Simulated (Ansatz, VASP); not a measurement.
# Se in VASP and in Ansatz

Contents of INCAR:

```
SYSTEM = Se
  PREC = Accurate
  ENCUT = 520
  EDIFF = 1E-6
  ISMEAR = 0
  SIGMA = 0.05
  LREAL = .FALSE.
  LASPH = .TRUE.
  NELM = 60
  ALGO = Normal
  ISIF = 2
  LWAVE = .FALSE.
  LCHARG = .FALSE.
  GGA = PE
  IVDW = 12
  NBANDS = 16
```

KPOINTS

```
Automatic mesh
0
G
  12 12 8
  0 0 0
```

POSCAR

```
Se
1.0
    4.0139576390      0.0000000000      0.0000000000
   -2.0069788195      3.4761892851      0.0000000000
    0.0000000000      0.0000000000      5.2671152139
Se
3
Direct
    0.2473450684      0.0000000000      0.3333333333
    0.0000000000      0.2473450684      0.6666666667
    0.7526549316      0.7526549316      0.0000000000
```

Input for Ansatz:

```yaml
crystal:
  lattice:
    - [4.013957639, 0.0, 0.0]
    - [-2.0069788195, 3.4761892851, 0.0]
    - [0.0, 0.0, 5.2671152139]
  atoms:
    - { symbol: Se, position: [0.2473450684, 0.0, 0.3333333333] }
    - { symbol: Se, position: [0.0, 0.2473450684, 0.6666666667] }
    - { symbol: Se, position: [0.7526549316, 0.7526549316, 0.0] }
basis:
  ecutwfc: 420
kpoints:
  mp_grid: { grid: [12, 12, 8] }
hamiltonian:
  xc: pbe
  dispersion: d3bj
scf:
  occupations: { method: gaussian, width: 0.05 }
output:
  forces: true
  stress: true
  eigenvalues: true
```

Alike in both runs: task single point; functional PBE; dispersion D3(BJ); k mesh 12 × 12 × 8; occupations gaussian, width 0.05 eV; no spin polarisation.

|  | VASP | Ansatz |
| --- | --- | --- |
| version | VASP 6.6.1 | Ansatz 0.2.0 |
| potentials or method | VASP PAW PBE potentials, release 64 (Se), cutoff 520 eV | scalar-relativistic, plane waves, PAW |
| valence electrons in the cell | 18 | 48 |

|  | VASP | Ansatz | Ansatz less VASP |
| --- | --- | --- | --- |
| gap on the k mesh at the Fermi level (eV) | 0.24 | 0.25 | +0.009 |
| least direct gap on the mesh (eV) | 0.24 | 0.25 | +0.009 |
| pressure (GPa) | -0.8 | -0.9 | -0.09 |
| traceless stress, the component that is largest in VASP (GPa) | -1.22 | -1.27 | -0.045 |
| rms of the force components (eV/Å) | 0.008 | 0.018 | +0.0104 |

Atom by atom the forces differ by 0.010 eV/Å (rms over components). VASP's potentials hold 18 valence electrons a cell and Ansatz's 48, so a difference there can come from the potentials and not from the codes.
